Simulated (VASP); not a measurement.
# O (P6_3/mmc) in VASP: a series of runs

Runs on O. Level: LDA. Tasks: single point.

Everything below comes from runs of VASP 6.6.1. Logs are shortened: lines on timing, memory, paths and dates and some standing lists are left out, and cuts for length are marked.

### 1 The cell of the first run

It takes space group P6_3/mmc (No. 194, hexagonal). Conventional cell: a = 2.561 Å, b = 2.561 Å, c = 6.575 Å, α = 90.00°, β = 90.00°, γ = 120.00°. Within 1.6 Å of O (site symmetry 3m) lie 1 O at 1.17 Å.

### 2 Single point, LDA

INCAR

```
SYSTEM = O
PREC = Accurate
ENCUT = 520
EDIFF = 1E-6
ISMEAR = -1
SIGMA = 0.1
LREAL = .FALSE.
LASPH = .TRUE.
NELM = 80
ALGO = Normal
ISIF = 2
LWAVE = .FALSE.
LCHARG = .FALSE.
GGA = CA
NBANDS = 20
```

KPOINTS

```
Automatic mesh
0
G
  12 12 4
  0 0 0
```

POSCAR

```
O
1.0
    2.5610000000      0.0000000000      0.0000000000
   -1.2805000000      2.2178910600      0.0000000000
    0.0000000000      0.0000000000      6.5750000000
O
4
Direct
    0.3333333333      0.6666666667      0.1610000000
    0.6666666667      0.3333333333      0.6610000000
    0.3333333333      0.6666666667      0.3390000000
    0.6666666667      0.3333333333      0.8390000000
```

Potentials or basis: VASP PAW LDA potentials, release 64 (O).

The run is started by

```console
> cat potpaw_LDA.64/O/POTCAR > POTCAR
> mpirun -np 1 vasp_std > vasp.out
```

OUTCAR:

```text
SYSTEM = O
   PREC = Accurate
   ENCUT = 520
   EDIFF = 1E-6
   ISMEAR = -1
   LREAL = .FALSE.
   LASPH = .TRUE.
   NELM = 80
   ISIF = 2
   GGA = CA

 ion  position               nearest neighbor table
   1  0.333  0.667  0.161-   3 1.17
   2  0.667  0.333  0.661-   4 1.17
   3  0.333  0.667  0.339-   1 1.17
   4  0.667  0.333  0.839-   2 1.17

  LATTYP: Found a hexagonal cell.
 ALAT       =     2.5610000000
 C/A-ratio  =     2.5673565014

  Lattice vectors:

 A1 = (   2.5610000000,   0.0000000000,   0.0000000000)
 A2 = (  -1.2805000000,   2.2178910600,   0.0000000000)
 A3 = (   0.0000000000,   0.0000000000,   6.5750000000)

Analysis of symmetry for initial positions (statically):
=====================================================================
 Subroutine PRICEL returns:
 Original cell was already a primitive cell.

 Routine SETGRP: Setting up the symmetry group for a
 hexagonal supercell.

 Subroutine GETGRP returns: Found 24 space group operations
 (whereof 12 operations were pure point group operations)
 out of a pool of 24 trial point group operations.

The static configuration has the point symmetry D_3d.
 The point group associated with its full space group is D_6h.

Analysis of symmetry for dynamics (positions and initial velocities):
=====================================================================
 Subroutine PRICEL returns:
 Original cell was already a primitive cell.

 Routine SETGRP: Setting up the symmetry group for a
 hexagonal supercell.

 Subroutine GETGRP returns: Found 24 space group operations
 (whereof 12 operations were pure point group operations)
 out of a pool of 24 trial point group operations.

The dynamic configuration has the point symmetry D_3d.
 The point group associated with its full space group is D_6h.

 Subroutine INISYM returns: Found 24 space group operations
 (whereof 12 operations are pure point group operations),
 and found     1 'primitive' translations

----------------------------------------------------------------------------------------

                                     Primitive cell

  volume of cell :      37.3461

  direct lattice vectors                    reciprocal lattice vectors
     2.561000000  0.000000000  0.000000000     0.390472472  0.225439387  0.000000000
    -1.280500000  2.217891060  0.000000000     0.000000000  0.450878773  0.000000000
     0.000000000  0.000000000  6.575000000     0.000000000  0.000000000  0.152091255

  length of vectors
     2.561000000  2.561000001  6.575000000     0.450878773  0.450878773  0.152091255

  position of ions in fractional coordinates (direct lattice)
     0.333333333  0.666666667  0.161000000
     0.666666667  0.333333333  0.661000000
     0.333333333  0.666666667  0.339000000
     0.666666667  0.333333333  0.839000000

  ion indices of the primitive-cell ions
   primitive index   ion index
                 1           1
                 2           2
                 3           3
                 4           4

----------------------------------------------------------------------------------------

 KPOINTS: Automatic mesh

Automatic generation of k-mesh.
 Grid dimensions read from file:
 generate k-points for:   12   12    4

 Generating k-lattice:

  Cartesian coordinates                     Fractional coordinates (reciprocal lattice)
     0.032539373  0.018786616  0.000000000     0.083333333 -0.000000000  0.000000000
     0.000000000  0.037573231  0.000000000     0.000000000  0.083333333  0.000000000
     0.000000000  0.000000000  0.038022814     0.000000000  0.000000000  0.250000000

  Length of vectors
     0.037573231  0.037573231  0.038022814

  Shift w.r.t. Gamma in fractional coordinates (k-lattice)
     0.000000000  0.000000000  0.000000000

 Subroutine IBZKPT returns following result:
 ===========================================

 Found     57 irreducible k-points:

 Following reciprocal coordinates:
            Coordinates               Weight
  0.000000  0.000000  0.000000      1.000000
  0.083333 -0.000000  0.000000      6.000000
  0.166667 -0.000000  0.000000      6.000000
  0.250000 -0.000000  0.000000      6.000000
  0.333333 -0.000000  0.000000      6.000000
  0.416667 -0.000000  0.000000      6.000000
[... 16 lines left out ...]
  0.250000 -0.000000  0.250000     12.000000
  0.333333 -0.000000  0.250000     12.000000
 [... further k-points ...]
   k-points           NKPTS =     57   k-points in BZ     NKDIM =     57   number of bands    NBANDS=     20
   number of dos      NEDOS =    301   number of ions     NIONS =      4
   total plane-waves  NPLWV =  20000
   dimension x,y,z NGX =    20 NGY =   20 NGZ =   50
   dimension x,y,z NGXF=    40 NGYF=   40 NGZF=  100
   ions per type =               4
   NGX,Y,Z   is equivalent  to a cutoff of  12.98, 12.98, 12.64 a.u.
   NGXF,Y,Z  is equivalent  to a cutoff of  25.97, 25.97, 25.28 a.u.
 SYSTEM =  O
   PREC   = accura    normal or accurate (medium, high low for compatibility)
   ISTART =      0    job   : 0-new  1-cont  2-samecut
   ICHARG =      2    charge: 1-file 2-atom 10-const
   ISPIN  =      1    spin polarized calculation?
   LNONCOLLINEAR =      F non collinear calculations
   LSORBIT =      F    spin-orbit coupling
   LASPH  =      T    aspherical Exc in radial PAW
   ENCUT  =  520.0 eV  38.22 Ry    6.18 a.u.   4.76  4.76 12.23*2*pi/ulx,y,z
   NELM   =     80;   NELMIN=  2; NELMDL= -5     # of ELM steps
   EDIFF  = 0.1E-05   stopping-criterion for ELM
   LREAL  =      F    real-space projection
   EDIFFG = 0.1E-04   stopping-criterion for IOM
   NSW    =      0    number of steps for IOM
   IBRION =     -1    ionic relax: 0-MD 1-quasi-New 2-CG
   NFREE  =      0    steps in history (QN), initial steepest desc. (CG)
   ISIF   =      2    stress and relaxation
   ISYM   =      2    0-nonsym 1-usesym 2-fastsym
   POTIM  = 0.5000    time-step for ionic-motion
   TEBEG  =    0.0;   TEEND  =   0.0 temperature during run
   PSTRESS=    0.0 pullay stress
   NELECT =      24.0000    total number of electrons
   NUPDOWN=      -1.0000    fix difference up-down
   EMIN   =  10.00;   EMAX   =-10.00  energy-range for DOS
   EFERMI =   0.00;   METHOD = LEGACY
   ISMEAR =    -1;   SIGMA  =   0.10  broadening in eV -4-tet -1-fermi 0-gaus
   EFERMI_NEDOS =   21; number of points for ismear=-14 and -15
   IALGO  =     38    algorithm
   IMIX   =      4    mixing-type and parameters
     AMIX     =   0.40;   BMIX     =  1.00
     AMIX_MAG =   1.60;   BMIX_MAG =  1.00
  volume/ion in A,a.u.               =       9.34        63.01
  Fermi-wavevector in a.u.,A,eV,Ry     =   1.412744  2.669699 27.155119  1.995845
  Thomas-Fermi vector in A             =   2.534461
   LORBIT       =      0    0 simple, 1 ext, 2 COOP (PROOUT), +10 PAW based schemes
   GGA     = CA    functional components
   LHFCALC =     F    Hartree Fock is set to
   AEXX    =    0.0000 exact exchange contribution
   IVDW    =     0    specifies the selected vdW correction
   LEPSILON=     F    determine dielectric tensor
   LRPA    =     F    only Hartree local field effects (RPA)
 non-spin polarized calculation
  energy-cutoff  :      520.00
  volume of cell :       37.35
 maximum number of plane-waves:      1016
 NGX is ok and might be reduce to    20
   NGX =  9   NGY =  9   NGZ = 25

 number of electron      23.9999996 magnetization

 Free energy of the ion-electron system (eV)
  ---------------------------------------------------
  ext. energy  EPLUGINS =         0.00000000
  ---------------------------------------------------
  free energy    TOTEN  =       -21.57428757 eV

  energy without entropy =      -21.49825936  energy(sigma->0) =      -21.53627347

 E-fermi :   2.0497     XC(G=0): -11.2597

 val. band max:        2.0303080655   @ k =   0.3333   0.2500   0.0000
 cond. band min:       2.0505252432   @ k =   0.1667   0.0833   0.5000
 fundamental gap:      0.0202171777
 Fermi energy:         2.0496735712

 k-point     1 :       0.0000    0.0000    0.0000
  band No.  band energies     occupation
      1     -26.7511      2.00000
      2     -26.6109      2.00000
      3     -13.6670      2.00000
      4     -11.6665      2.00000
      5      -8.1224      2.00000
      6      -5.0047      2.00000
[... 12 lines left out ...]
     19      17.2068      0.00000
     20      17.6376      0.00000

 k-point     2 :       0.0833   -0.0000    0.0000
  band No.  band energies     occupation
      1     -26.6996      2.00000
      2     -26.5636      2.00000
      3     -13.5696      2.00000
      4     -11.6140      2.00000
      5      -8.0856      2.00000
      6      -5.1131      2.00000
[... 12 lines left out ...]
     19      17.3246      0.00000
     20      17.6664      0.00000

 k-point     3 :       0.1667   -0.0000    0.0000
  band No.  band energies     occupation
      1     -26.5552      2.00000
      2     -26.4319      2.00000
      3     -13.2894      2.00000
      4     -11.4703      2.00000
      5      -7.9987      2.00000
      6      -5.5687      2.00000
[... 12 lines left out ...]
     19      17.6221      0.00000
     20      17.7754      0.00000

 k-point     4 :       0.2500   -0.0000    0.0000
  band No.  band energies     occupation
      1     -26.3502      2.00000
      2     -26.2470      2.00000
      3     -12.8638      2.00000
      4     -11.2805      2.00000
      5      -7.9374      2.00000
      6      -6.3370      2.00000
[... 12 lines left out ...]
     19      17.8696      0.00000
     20      17.9746      0.00000

 k-point     5 :       0.3333   -0.0000    0.0000
  band No.  band energies     occupation
      1     -26.1350      2.00000
      2     -26.0571      2.00000
      3     -12.3623      2.00000
      4     -11.1172      2.00000
      5      -7.9949      2.00000
      6      -7.1216      2.00000
[... 12 lines left out ...]
     19      17.3583      0.00000
     20      18.2581      0.00000
[... 353 lines left out ...]
      6      -5.4701      2.00000
[... 12 lines left out ...]
     19      17.1962      0.00000
     20      17.2074      0.00000

 k-point    22 :       0.1667   -0.0000    0.2500
  band No.  band energies     occupation
      1     -26.5377      2.00000
      2     -26.4505      2.00000
      3     -13.0953      2.00000
      4     -11.8607      2.00000
      5      -7.4915      2.00000
      6      -5.7721      2.00000
[... 12 lines left out ...]
     19      17.4126      0.00000
     20      17.4991      0.00000

 k-point    23 :       0.2500   -0.0000    0.2500
  band No.  band energies     occupation
      1     -26.3355      2.00000
      2     -26.2625      2.00000
      3     -12.6913      2.00000
      4     -11.6105      2.00000
      5      -7.5334      2.00000
      6      -6.4118      2.00000
[... 12 lines left out ...]
     19      17.5693      0.00000
     20      17.8880      0.00000

 k-point    24 :       0.3333   -0.0000    0.2500
  band No.  band energies     occupation
      1     -26.1237      2.00000
      2     -26.0686      2.00000
      3     -12.2225      2.00000
      4     -11.3658      2.00000
      5      -7.7307      2.00000
      6      -7.1346      2.00000
[... 12 lines left out ...]
     19      17.3580      0.00000
     20      18.1320      0.00000

 [... further k-points ...]
[... 5 lines left out ...]
  --------------------------------------------------------------------------------------
  -------------------------------------------------------------------------------------
  Total       -2.3636742     -2.3636742     12.4834191      0.0000000     -0.0000000      0.0000000
  in kB     -101.4034295   -101.4034296    535.5482277      0.0000000     -0.0000000      0.0000000
  external PRESSURE =     110.9137895 kB  Pullay stress =       0.0000000 kB

 VOLUME and BASIS-vectors are now :
 -----------------------------------------------------------------------------
  energy-cutoff  :      520.00
  volume of cell :       37.35
      direct lattice vectors                 reciprocal lattice vectors
     2.561000000  0.000000000  0.000000000     0.390472472  0.225439387  0.000000000
    -1.280500000  2.217891060  0.000000000     0.000000000  0.450878773  0.000000000
     0.000000000  0.000000000  6.575000000     0.000000000  0.000000000  0.152091255

 POSITION                                       TOTAL-FORCE (eV/Angst)
 -----------------------------------------------------------------------------------
     -0.00000      1.47859      1.05858        -0.000000     -0.000000     -4.231390
      1.28050      0.73930      4.34608         0.000000      0.000000     -4.231390
     -0.00000      1.47859      2.22892        -0.000000     -0.000000      4.231390
      1.28050      0.73930      5.51642         0.000000      0.000000      4.231390
 -----------------------------------------------------------------------------------
    total drift:                               -0.000000      0.000000      0.000000

  FREE ENERGIE OF THE ION-ELECTRON SYSTEM (eV)
  ---------------------------------------------------
  free  energy   TOTEN  =       -21.5742875747 eV

  energy  without entropy=      -21.4982593607  energy(sigma->0) =      -21.53627347
```

Run time: 41 s. Hardware: 1 thread of Intel Xeon 8259CL, shared host; peak memory 0.15 GiB.

What came out:

| Quantity | Value |
| --- | --- |
| Free energy | -21.5743 eV |
| Pressure | 11.1 GPa |
| Largest force | 4.231 eV/Å |
| Band gap on the k mesh | zero (bands 12 and 13 overlap by 2.17 eV) |

Forces in eV/Å, atoms in the order of the input:
```
O    0.000  0.000 -4.231
O    0.000  0.000 -4.231
O    0.000  0.000  4.231
O    0.000  0.000  4.231
```

Caveat: the standard files for N, O and F lose accuracy on very short bonds; spin is off for a triplet molecule; the stress differs along the axes, from -10 to 54 GPa; forces of over 1 eV/Å act on the atoms, so gaps and moduli don't describe the material at rest.

### 3 Single point, LDA

INCAR

```
ALGO     = Normal         # electronic algorithm
EDIFF    = 1E-6           # SCF threshold, eV
ENCUT    = 520            # plane-wave cutoff, eV
GGA      = CA             # functional
ISIF     = 2              # what is computed and relaxed
ISMEAR   = -1             # smearing method
LASPH    = True           # aspherical terms in the spheres
LCHARG   = False          # write CHGCAR
LREAL    = False          # projectors in reciprocal space
LWAVE    = False          # write WAVECAR
NBANDS   = 20             # bands
NELM     = 80             # most SCF steps
PREC     = Accurate       # precision mode
SIGMA    = 0.1            # smearing width, eV
```

KPOINTS

```
k-points
0
Gamma
  12 12 4
```

POSCAR is that of step 2.

Potentials or basis: VASP PAW LDA potentials, release 64 (O).

The run is started by

```console
> cat potpaw_LDA.64/O/POTCAR > POTCAR
> mpirun -np 1 vasp_std > vasp.out
```

It took 38 s on 1 thread of Intel Xeon 8259CL, shared host; peak memory 0.15 GiB.

Results (log left out):

| Quantity | Value |
| --- | --- |
| Free energy | -21.5743 eV |
| Pressure | 11.1 GPa |
| Largest force | 4.231 eV/Å |
| Band gap on the k mesh | zero (bands 12 and 13 overlap by 2.17 eV) |

Forces on the atoms (eV/Å):
```
O    0.000  0.000 -4.231
O    0.000  0.000 -4.231
O    0.000  0.000  4.231
O    0.000  0.000  4.231
```

Stress tensor (GPa, compression positive):
```
-10.14   0.00   0.00
  0.00 -10.14   0.00
  0.00   0.00  53.55
```

Levels at points of the mesh, in eV from the Fermi level:
```tsv
k point	band 8	band 9	band 10	band 11	band 12	band 13	band 14	band 15	band 16	band 17
(0.00, 0.00, 0.00)	-6.23	-6.11	-6.11	1.07	1.07	1.35	1.35	8.34	9.71	10.01
(0.50, 0.00, 0.00)	-7.07	-6.95	-6.81	-2.33	-1.50	0.28	0.94	10.72	11.59	12.32
(0.00, 0.00, 0.50)	-6.17	-6.17	-6.17	1.21	1.21	1.21	1.21	9.36	9.36	10.76
(0.50, 0.00, 0.50)	-7.62	-6.94	-6.94	-1.77	-1.77	0.61	0.61	10.73	10.73	13.05
```

Caveat: the standard files for N, O and F lose accuracy on very short bonds; spin is off for a triplet molecule; the stress differs along the axes, from -10 to 54 GPa; forces of over 1 eV/Å act on the atoms, so gaps and moduli don't describe the material at rest.

The gap in the log of VASP goes by the Fermi energy; the results here count the filled bands.